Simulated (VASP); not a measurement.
# La2O3 (P1) in VASP: single point with PBE

Aim: the single point of La2O3 with PBE.

Program: VASP 6.6.1. These are calculated values, not measurements. Logs are shortened: lines on timing, memory, paths and dates and some standing lists are left out, and cuts for length are marked.

**1. The cell of the first run**

The typed cell holds 5 atoms: a = 6.267 Å, b = 6.267 Å, c = 3.300 Å, α = 90.00°, β = 90.00°, γ = 120.00°.

**2. Single point, PBE (atoms moved at random)**

INCAR

```
SYSTEM = La2O3
PREC = Accurate
ENCUT = 520
EDIFF = 1E-7
ISMEAR = -1
SIGMA = 0.05
LREAL = .False.
LASPH = .True.
NELM = 60
ALGO = Normal
ISIF = 2
LWAVE = .False.
LCHARG = .False.
GGA = PE
NBANDS = 28
```

KPOINTS

```
Automatic mesh
0
Gamma
  5 5 8
  0 0 0
```

POSCAR

```
La2O3
1.0
    6.2667802772      0.0000000000      0.0000000000
   -3.1333901386      5.4271909200      0.0000000000
    0.0000000000      0.0000000000      3.2997660000
La O
2 3
Direct
    0.6689660000      0.3289810000      0.4937610000
    0.3395110000      0.6683350000      0.4909740000
    0.5019020000      0.0035070000      0.0072330000
   -0.0049200000      0.5180640000     -0.0061760000
    0.4954710000      0.4882770000      0.0120300000
```

Potentials or basis: VASP PAW PBE potentials, release 64 (La, O).

Run with:

```console
> cat potpaw_PBE.64/La/POTCAR potpaw_PBE.64/O/POTCAR > POTCAR
> mpirun -np 1 vasp_std > vasp.out
```

OUTCAR:

```text
SYSTEM = La2O3
   PREC = Accurate
   ENCUT = 520
   EDIFF = 1E-7
   ISMEAR = -1
   LREAL = .False.
   LASPH = .True.
   NELM = 60
   ISIF = 2
   GGA = PE

 ion  position               nearest neighbor table
   1  0.669  0.329  0.494-   3 2.39   5 2.41   4 2.42   4 2.43   3 2.45   5 2.49   2 3.59   2 3.63
                             2 3.64
   2  0.340  0.668  0.491-   5 2.41   3 2.42   4 2.49   3 2.49   4 2.50   5 2.51   1 3.59   1 3.63
                             1 3.64
   3  0.502  0.004  0.007-   1 2.39   2 2.42   1 2.45   2 2.49
   4  0.995  0.518  0.994-   1 2.42   1 2.43   2 2.49   2 2.50
   5  0.495  0.488  0.012-   1 2.41   2 2.41   1 2.49   2 2.51

  LATTYP: Found a hexagonal cell.
 ALAT       =     6.2667802772
 C/A-ratio  =     0.5265488583

  Lattice vectors:

 A1 = (   6.2667802772,   0.0000000000,   0.0000000000)
 A2 = (  -3.1333901386,   5.4271909200,   0.0000000000)
 A3 = (   0.0000000000,   0.0000000000,   3.2997660000)

Analysis of symmetry for initial positions (statically):
=====================================================================
 Subroutine PRICEL returns:
 Original cell was already a primitive cell.

 Routine SETGRP: Setting up the symmetry group for a
 hexagonal supercell.

 Subroutine GETGRP returns: Found  1 space group operations
 (whereof  1 operations were pure point group operations)
 out of a pool of 24 trial point group operations.

The static configuration has the point symmetry C_1 .

Analysis of symmetry for dynamics (positions and initial velocities):
=====================================================================
 Subroutine PRICEL returns:
 Original cell was already a primitive cell.

 Routine SETGRP: Setting up the symmetry group for a
 hexagonal supercell.

 Subroutine GETGRP returns: Found  1 space group operations
 (whereof  1 operations were pure point group operations)
 out of a pool of 24 trial point group operations.

The dynamic configuration has the point symmetry C_1 .

 Subroutine INISYM returns: Found  1 space group operations
 (whereof  1 operations are pure point group operations),
 and found     1 'primitive' translations

----------------------------------------------------------------------------------------

                                     Primitive cell

  volume of cell :     112.2284

  direct lattice vectors                    reciprocal lattice vectors
     6.266780277  0.000000000  0.000000000     0.159571575  0.092128692  0.000000000
    -3.133390139  5.427190920  0.000000000     0.000000000  0.184257384  0.000000000
     0.000000000  0.000000000  3.299766000     0.000000000  0.000000000  0.303051792

  length of vectors
     6.266780277  6.266780277  3.299766000     0.184257384  0.184257384  0.303051792

  position of ions in fractional coordinates (direct lattice)
     0.668966000  0.328981000  0.493761000
     0.339511000  0.668335000  0.490974000
     0.501902000  0.003507000  0.007233000
     0.995080000  0.518064000  0.993824000
     0.495471000  0.488277000  0.012030000

  ion indices of the primitive-cell ions
   primitive index   ion index
                 1           1
                 2           2
                 3           3
                 4           4
                 5           5

----------------------------------------------------------------------------------------

 KPOINTS: Automatic mesh

Automatic generation of k-mesh.
 Grid dimensions read from file:
 generate k-points for:    5    5    8

 Generating k-lattice:

  Cartesian coordinates                     Fractional coordinates (reciprocal lattice)
     0.031914315  0.018425738  0.000000000     0.200000000 -0.000000000  0.000000000
     0.000000000  0.036851477  0.000000000     0.000000000  0.200000000  0.000000000
     0.000000000  0.000000000  0.037881474     0.000000000  0.000000000  0.125000000

  Length of vectors
     0.036851477  0.036851477  0.037881474

  Shift w.r.t. Gamma in fractional coordinates (k-lattice)
     0.000000000  0.000000000  0.000000000

 Subroutine IBZKPT returns following result:
 ===========================================

 Found    101 irreducible k-points:

 Following reciprocal coordinates:
            Coordinates               Weight
  0.000000  0.000000  0.000000      1.000000
  0.200000  0.000000  0.000000      2.000000
  0.000000  0.200000  0.000000      2.000000
 -0.200000  0.200000  0.000000      2.000000
  0.400000 -0.000000  0.000000      2.000000
  0.000000  0.400000  0.000000      2.000000
[... 16 lines left out ...]
 -0.400000  0.400000  0.125000      2.000000
 -0.400000  0.000000  0.125000      2.000000
 [... further k-points ...]
   k-points           NKPTS =    101   k-points in BZ     NKDIM =    101   number of bands    NBANDS=     28
   number of dos      NEDOS =    301   number of ions     NIONS =      5
   total plane-waves  NPLWV =  64512
   dimension x,y,z NGX =    48 NGY =   48 NGZ =   28
   dimension x,y,z NGXF=    96 NGYF=   96 NGZF=   56
   ions per type =               2   3
   NGX,Y,Z   is equivalent  to a cutoff of  12.73, 12.73, 14.11 a.u.
   NGXF,Y,Z  is equivalent  to a cutoff of  25.47, 25.47, 28.21 a.u.
 SYSTEM =  La2O3
   PREC   = accura    normal or accurate (medium, high low for compatibility)
   ISTART =      0    job   : 0-new  1-cont  2-samecut
   ICHARG =      2    charge: 1-file 2-atom 10-const
   ISPIN  =      1    spin polarized calculation?
   LNONCOLLINEAR =      F non collinear calculations
   LSORBIT =      F    spin-orbit coupling
   LASPH  =      T    aspherical Exc in radial PAW
   ENCUT  =  520.0 eV  38.22 Ry    6.18 a.u.  11.65 11.65  6.14*2*pi/ulx,y,z
   NELM   =     60;   NELMIN=  2; NELMDL= -5     # of ELM steps
   EDIFF  = 0.1E-06   stopping-criterion for ELM
   LREAL  =      F    real-space projection
   EDIFFG = 0.1E-05   stopping-criterion for IOM
   NSW    =      0    number of steps for IOM
   IBRION =     -1    ionic relax: 0-MD 1-quasi-New 2-CG
   NFREE  =      0    steps in history (QN), initial steepest desc. (CG)
   ISIF   =      2    stress and relaxation
   ISYM   =      2    0-nonsym 1-usesym 2-fastsym
   POTIM  = 0.5000    time-step for ionic-motion
   TEBEG  =    0.0;   TEEND  =   0.0 temperature during run
   PSTRESS=    0.0 pullay stress
   NELECT =      40.0000    total number of electrons
   NUPDOWN=      -1.0000    fix difference up-down
   EMIN   =  10.00;   EMAX   =-10.00  energy-range for DOS
   EFERMI =   0.00;   METHOD = LEGACY
   ISMEAR =    -1;   SIGMA  =   0.05  broadening in eV -4-tet -1-fermi 0-gaus
   EFERMI_NEDOS =   21; number of points for ismear=-14 and -15
   IALGO  =     38    algorithm
   IMIX   =      4    mixing-type and parameters
     AMIX     =   0.40;   BMIX     =  1.00
     AMIX_MAG =   1.60;   BMIX_MAG =  1.00
  volume/ion in A,a.u.               =      22.45       151.47
  Fermi-wavevector in a.u.,A,eV,Ry     =   1.160719  2.193442 18.330716  1.347270
  Thomas-Fermi vector in A             =   2.297299
   LORBIT       =      0    0 simple, 1 ext, 2 COOP (PROOUT), +10 PAW based schemes
   GGA     = PE    functional components
   LHFCALC =     F    Hartree Fock is set to
   AEXX    =    0.0000 exact exchange contribution
   IVDW    =     0    specifies the selected vdW correction
   LEPSILON=     F    determine dielectric tensor
   LRPA    =     F    only Hartree local field effects (RPA)
 non-spin polarized calculation
  energy-cutoff  :      520.00
  volume of cell :      112.23
 maximum number of plane-waves:      3048
   NGX = 23   NGY = 23   NGZ = 13

 number of electron      39.9999999 magnetization

 Free energy of the ion-electron system (eV)
  ---------------------------------------------------
  ext. energy  EPLUGINS =         0.00000000
  ---------------------------------------------------
  free energy    TOTEN  =       -40.67186762 eV

  energy without entropy =      -40.67186762  energy(sigma->0) =      -40.67186762

 E-fermi :   4.1876     XC(G=0):  -8.3399

 val. band max:        3.3967125605   @ k =   0.0000   0.0000   0.5000
 cond. band min:       4.9721865671   @ k =   0.0000   0.0000   0.0000
 fundamental gap:      1.5754740067
 Fermi energy:         4.1875687362

 k-point     1 :       0.0000    0.0000    0.0000
  band No.  band energies     occupation
      1     -27.2168      2.00000
      2     -26.8356      2.00000
      3     -14.1853      2.00000
      4     -14.0071      2.00000
      5     -12.4596      2.00000
      6     -10.7037      2.00000
[... 20 lines left out ...]
     27       8.1255      0.00000
     28       8.1952      0.00000

 k-point     2 :       0.2000    0.0000    0.0000
  band No.  band energies     occupation
      1     -27.2073      2.00000
      2     -26.8464      2.00000
      3     -14.1826      2.00000
      4     -13.9155      2.00000
      5     -12.6781      2.00000
      6     -10.6517      2.00000
[... 20 lines left out ...]
     27       8.1280      0.00000
     28       8.1565      0.00000

 k-point     3 :       0.0000    0.2000    0.0000
  band No.  band energies     occupation
      1     -27.2063      2.00000
      2     -26.8474      2.00000
      3     -14.1071      2.00000
      4     -13.9980      2.00000
      5     -12.6739      2.00000
      6     -10.6606      2.00000
[... 20 lines left out ...]
     27       8.1282      0.00000
     28       8.1600      0.00000

 k-point     4 :      -0.2000    0.2000    0.0000
  band No.  band energies     occupation
      1     -27.2070      2.00000
      2     -26.8467      2.00000
      3     -14.1602      2.00000
      4     -13.9419      2.00000
      5     -12.6735      2.00000
      6     -10.6766      2.00000
[... 20 lines left out ...]
     27       8.1297      0.00000
     28       8.1770      0.00000

 k-point     5 :       0.4000   -0.0000    0.0000
  band No.  band energies     occupation
      1     -27.1906      2.00000
      2     -26.8651      2.00000
      3     -14.1853      2.00000
      4     -13.6676      2.00000
      5     -13.0827      2.00000
      6     -10.6060      2.00000
[... 20 lines left out ...]
     27       8.1304      0.00000
     28       8.1504      0.00000

 k-point     6 :       0.0000    0.4000    0.0000
  band No.  band energies     occupation
      1     -27.1878      2.00000
      2     -26.8681      2.00000
      3     -14.0513      2.00000
      4     -13.8490      2.00000
      5     -13.0419      2.00000
      6     -10.6097      2.00000
[... 463 lines left out ...]
      5     -13.2437      2.00000
      6     -10.5710      2.00000
[... 20 lines left out ...]
     27       8.0800      0.00000
     28       8.1140      0.00000

 k-point    22 :       0.0000    0.4000    0.1250
  band No.  band energies     occupation
      1     -27.1456      2.00000
      2     -26.8245      2.00000
      3     -13.9295      2.00000
      4     -13.7866      2.00000
      5     -13.1896      2.00000
      6     -10.5626      2.00000
[... 20 lines left out ...]
     27       8.0976      0.00000
     28       8.1167      0.00000

 k-point    23 :      -0.4000    0.4000    0.1250
  band No.  band energies     occupation
      1     -27.1475      2.00000
      2     -26.8224      2.00000
      3     -14.0186      2.00000
      4     -13.6769      2.00000
      5     -13.2090      2.00000
      6     -10.5837      2.00000
[... 20 lines left out ...]
     27       8.1054      0.00000
     28       8.1113      0.00000

 k-point    24 :      -0.4000    0.0000    0.1250
  band No.  band energies     occupation
      1     -27.1482      2.00000
      2     -26.8217      2.00000
      3     -14.0552      2.00000
      4     -13.6093      2.00000
      5     -13.2418      2.00000
      6     -10.5848      2.00000
[... 20 lines left out ...]
     27       8.1003      0.00000
     28       8.1329      0.00000

 [... further k-points ...]

------------------------ aborting loop because EDIFF is reached ----------------------------------------

  FORCE on cell =-STRESS in cart. coord.  units (eV):
  Direction    XX          YY          ZZ          XY          YZ          ZX
  --------------------------------------------------------------------------------------
  -------------------------------------------------------------------------------------
  Total        1.3632148      2.4104560      0.3631904     -0.0208128      0.0611500      0.0325282
  in kB       19.4613138     34.4117757      5.1849217     -0.2971246      0.8729794      0.4643745
  external PRESSURE =      19.6860037 kB  Pullay stress =       0.0000000 kB

 VOLUME and BASIS-vectors are now :
 -----------------------------------------------------------------------------
  energy-cutoff  :      520.00
  volume of cell :      112.23
      direct lattice vectors                 reciprocal lattice vectors
     6.266780277  0.000000000  0.000000000     0.159571575  0.092128692  0.000000000
    -3.133390139  5.427190920  0.000000000     0.000000000  0.184257384  0.000000000
     0.000000000  0.000000000  3.299766000     0.000000000  0.000000000  0.303051792

 POSITION                                       TOTAL-FORCE (eV/Angst)
 -----------------------------------------------------------------------------------
      3.16144      1.78544      1.62930        -0.198539      0.494621      0.144241
      0.03349      3.62718      1.62010        -0.363412     -0.207936      0.102226
      3.13432      0.01903      0.02387         0.322988     -0.472440     -0.128538
      4.61265      2.81163      3.27939         0.698702     -0.128220      0.029311
      1.57505      2.64997      0.03970        -0.459739      0.313976     -0.147240
 -----------------------------------------------------------------------------------
    total drift:                               -0.000341      0.000179      0.000261

  FREE ENERGIE OF THE ION-ELECTRON SYSTEM (eV)
  ---------------------------------------------------
  free  energy   TOTEN  =       -40.6718676187 eV

  energy  without entropy=      -40.6718676160  energy(sigma->0) =      -40.67186762
```

Wall time 4.4 min (1 thread of Intel Xeon 6975P-C (Granite Rapids), shared host); peak memory 0.45 GiB.

What came out:

```
Free energy            : -40.6719 eV
Pressure               : 2.0 GPa
Largest force          : 0.711 eV/Å
Band gap on the k mesh : 1.58 eV (least direct gap 2.09 eV)
```

Forces on the atoms (eV/Å):
```
La  -0.199  0.495  0.144
La  -0.363 -0.208  0.102
O    0.323 -0.472 -0.129
O    0.699 -0.128  0.029
O   -0.460  0.314 -0.147
```

Stress tensor (GPa, compression positive):
```
 1.95 -0.03  0.05
-0.03  3.44  0.09
 0.05  0.09  0.52
```

Caveat: the cell differs from its parent crystal (atoms moved at random); spin-orbit coupling is left out, which moves the levels of the heavy elements; an odd mesh through Γ misses points on the zone boundary, where band edges can lie.
